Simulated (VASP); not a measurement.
Input of a VASP 6.6.1 run:

The input POSCAR:

```
C
1.0
    1.2560014591      0.7251527805      4.1086580713
   -1.2560014591      0.7251527805      4.1086580713
    0.0000000000     -1.4503055611      4.1086580713
C
3
Direct
    0.0000000000      0.0000000000      0.0000000000
    0.2633161319      0.2633161319      0.2633161319
    0.7366838681      0.7366838681      0.7366838681
```

The input INCAR.step1:

```
SYSTEM = C
ALGO = Normal ; EDIFF = 1E-4
ENCUT = 520 ; GGA = PE
ISMEAR = 0 ; LASPH = .TRUE.
LCHARG = .FALSE. ; LREAL = .FALSE.
LWAVE = .TRUE. ; NBANDS = 13
NELM = 80 ; PREC = Accurate
SIGMA = 0.1
```

File INCAR.step2:

```
SYSTEM = C
ALGO = Normal ; EDIFF = 1E-6
ENCUT = 520 ; ISIF = 2
ISMEAR = 0 ; ISTART = 1
LASPH = .TRUE. ; LCHARG = .FALSE.
LMIXTAU = .TRUE. ; LREAL = .FALSE.
LWAVE = .FALSE. ; METAGGA = R2SCAN
NBANDS = 13 ; NELM = 80
PREC = Accurate ; SIGMA = 0.1
```

KPOINTS

```
k-points
0
G
  9 9 9
  0 0 0
```

Potentials or basis: VASP PAW PBE potentials, release 64 (C).

Run with:

```console
$ cat potpaw_PBE.64/C/POTCAR > POTCAR
$ cp INCAR.step1 INCAR
$ mpirun -np 1 vasp_std > vasp.out
$ cp INCAR.step2 INCAR
$ mpirun -np 1 vasp_std > vasp.out
```

Predict the largest force.

0.036 eV/Å.

Predict the band gap on the k mesh.

zero (bands 6 and 7 overlap by 2.30 eV).

Estimate the pressure.

0.5 GPa.

Forces on the atoms (eV/Å):
```
C    0.000  0.000  0.000
C    0.000  0.000 -0.036
C    0.000  0.000  0.036
```

Caveat: the PAW data sets were made with another functional, which shifts forces and pressure a little.
